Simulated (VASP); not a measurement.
Os:

```xyz
2
Lattice="2.6971 0.0000 0.0000 -1.3486 2.3358 0.0000 0.0000 0.0000 4.2613" Properties=species:S:1:pos:R:3 pbc="T T T"
Os    1.3486    0.7786    3.1960
Os    0.0000    1.5572    1.0653
```

Program: VASP 6.6.1. Alike in all runs: task single point; no spin polarisation; cell as given; cutoff (eV) 520; smearing fermi-dirac 0.05 eV.

Q: Order these runs on this cell by their pressure, lowest first.
A. level RPBE+D4; potentials or basis VASP PAW PBE potentials, release 64 (Os); k mesh 11 × 11 × 6
B. level LDA; potentials or basis VASP PAW LDA potentials, release 64 (Os); k mesh 11 × 11 × 6
C. level BHLYP; potentials or basis VASP PAW PBE potentials, release 64 (Os); k mesh 6 × 6 × 3; grid for exact exchange (PRECFOCK) Normal; share of exact exchange 0.5

A: B (10.9 GPa), A (18.3 GPa), C (22.9 GPa).

Caveats: some runs use coarse meshes; the PAW data sets were made with another functional, which shifts forces and pressure a little (at least some runs); the cell stands under pressure (at least some runs); the dispersion term is far too large for a dense solid, which distorts pressure and volume (at least some runs).
